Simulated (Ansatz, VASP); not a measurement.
**WC: VASP beside Ansatz**

The input INCAR:

```
SYSTEM = WC
PREC = Accurate ; ENCUT = 520
EDIFF = 1E-6 ; ISMEAR = -1
SIGMA = 0.05 ; LREAL = .False.
LASPH = .True. ; NELM = 60
ALGO = Normal ; ISIF = 2
LWAVE = .False. ; LCHARG = .False.
GGA = PS ; NBANDS = 16
```

File KPOINTS:

```
Automatic mesh
0
Gamma
  13 13 12
  0 0 0
```

File POSCAR:

```
WC
1.0
    2.9005014360      0.0000000000      0.0000000000
   -1.4502507180      2.5119079273      0.0000000000
    0.0000000000      0.0000000000      2.8290000000
W C
1 1
Direct
    0.0000000000      0.0000000000      0.0000000000
    0.6666666667      0.3333333333      0.5000000000
```

Input for Ansatz:

```yaml
crystal:
  lattice:
    - [2.900501436, 0.0, 0.0]
    - [-1.450250718, 2.5119079273, 0.0]
    - [0.0, 0.0, 2.829]
  atoms:
    - { symbol: W, position: [0.0, 0.0, 0.0] }
    - { symbol: C, position: [0.6666666667, 0.3333333333, 0.5] }
kpoints:
  mp_grid: { grid: [13, 13, 12] }
  band_path:
    path:
      - [0.0, 0.0, 0.0]
      - [0.5, 0.0, 0.0]
      - [0.3333333333, 0.3333333333, 0.0]
      - [0.0, 0.0, 0.0]
      - [0.0, 0.0, 0.5]
      - [0.5, 0.0, 0.5]
      - [0.3333333333, 0.3333333333, 0.5]
      - [0.0, 0.0, 0.5]
      - [0.5, 0.0, 0.5]
    npoints: 5
scf:
  occupations: { method: fermi_dirac, width: 0.05 }
hamiltonian:
  xc: pbesol
  pseudopotentials: { kind: all_electron, lapw: { basis_error: 0.001 } }
output:
  forces: true
  stress: true
  eigenvalues: true
```

Alike in both runs: task single point; functional PBEsol; k mesh 13 × 13 × 12; occupations fermi-dirac, width 0.05 eV; no spin polarisation.

|  | VASP | Ansatz |
| --- | --- | --- |
| version | VASP 6.6.1 | Ansatz 0.2.0 |
| potentials or method | VASP PAW PBE potentials, release 64 (W_sv, C), cutoff 520 eV | all-electron LAPW, scalar-relativistic |

```csv
,VASP,Ansatz,Ansatz less VASP
pressure (GPa),0.4,-0.8,-1.22
"traceless stress, the component that is largest in VASP (GPa)",-0.08,-0.32,-0.247
```

VASP's potentials were made for PBE, not for PBEsol. Ansatz ran all-electron here, and VASP with PAW potentials.

Spin-orbit coupling is off throughout.
